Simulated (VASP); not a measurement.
Here is a VASP 6.6.1 calculation.

INCAR

```
PREC = Accurate
ENCUT = 520
EDIFF = 1E-6
ISMEAR = 0
SIGMA = 0.02
LREAL = False
LASPH = True
NELM = 80
ALGO = Normal
ISIF = 2
LWAVE = False
LCHARG = False
GGA = PS
NBANDS = 15
```

The input KPOINTS:

```
Automatic mesh
0
Gamma
  6 6 6
```

File POSCAR:

```
RbBr
1.0
    0.0000000000      3.4701381000      3.4701381000
    3.4701381000      0.0000000000      3.4701381000
    3.4701381000      3.4701381000      0.0000000000
Rb Br
1 1
Direct
    0.0000000000      0.0000000000      0.0000000000
    0.5000000000      0.5000000000      0.5000000000
```

Potentials or basis: VASP PAW PBE potentials, release 64 (Rb_sv, Br).

Run with:

```console
$ cat potpaw_PBE.64/Rb_sv/POTCAR potpaw_PBE.64/Br/POTCAR > POTCAR
$ mpirun -np 1 vasp_std > vasp.out
```

(1) Predict the pressure.

(2) Predict the band gap on the k mesh.

Answers

(1) -0.5 GPa.

(2) 4.13 eV.

Caveat: the cell differs from its parent crystal (strained); the PAW data sets were made with another functional, which shifts forces and pressure a little.
